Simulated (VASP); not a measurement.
Runs of VASP 6.6.1 on CdS (Greenockite). The structure is that of space group P6_3mc (No. 186), or close to it. The cells are those of the table. 

| task | spin | cell | pressure (GPa) | moment (μB) |
| --- | --- | --- | --- | --- |
| single point | non-collinear, zero start, SOC | a = 3.886, b = 3.886, c = 6.392 Å, angles 90.0, 90.0, 120.0°, 4 atoms | 15.7 | 0.00 |
| single point | non-collinear, zero start, SOC | a = 4.173, b = 4.173, c = 6.788 Å, angles 90.0, 90.0, 120.0°, 4 atoms | (a) | 0.00 |
| single point | non-collinear, zero start, SOC | a = 4.083, b = 4.083, c = 6.642 Å, angles 90.0, 90.0, 120.0°, 4 atoms | 2.4 | 0.00 |
| single point | non-collinear, zero start, SOC | a = 4.124, b = 4.124, c = 6.710 Å, angles 90.0, 90.0, 120.0°, 4 atoms | 0.4 | 0.00 |

Alike in all rows: level PBEsol; potentials or basis VASP PAW PBE potentials, release 64 (Cd, S); k mesh 6 × 6 × 4; cutoff (eV) 520; smearing gaussian 0.01 eV.

**Question.** Estimate the missing entries.

**Answer.** (a) -1.7.

Caveats: the PAW data sets were made with another functional, which shifts forces and pressure a little.
